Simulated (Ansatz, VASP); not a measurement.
NaCl: VASP beside Ansatz

```xyz
2
Lattice="0.0000 2.7751 2.8317 2.8317 0.0000 2.8317 2.8317 2.7751 0.0000" Properties=species:S:1:pos:R:3 pbc="T T T"
Na    0.0000    0.0000    0.0000
Cl    2.8317    2.7751    2.8317
```

Change from the starting cell: strain -0.0200 x Voigt [0, 1, 0, 0, 0, 0], atoms carried along.

Alike in both runs: task single point; functional PBE; k mesh 8 × 8 × 8; occupations gaussian, width 0.05 eV; no spin polarisation.

|  | VASP | Ansatz |
| --- | --- | --- |
| version | VASP 6.6.1 | Ansatz 0.2.0 |
| potentials or method | VASP PAW PBE potentials, release 64 (Na_pv, Cl), cutoff 520 eV | scalar-relativistic, plane waves, PAW |
| valence electrons in the cell | 14 | 16 |

```tsv
	VASP	Ansatz	Ansatz less VASP
gap on the k mesh at the Fermi level (eV)	5.13	5.13	0.000
least direct gap on the mesh (eV)	5.13	5.13	0.000
pressure (GPa)	1.0	1.0	+0.03
traceless stress, the component that is largest in VASP (GPa)	0.62	0.61	-0.004
```

VASP's potentials hold 14 valence electrons a cell and Ansatz's 16, so a difference there can come from the potentials and not from the codes.
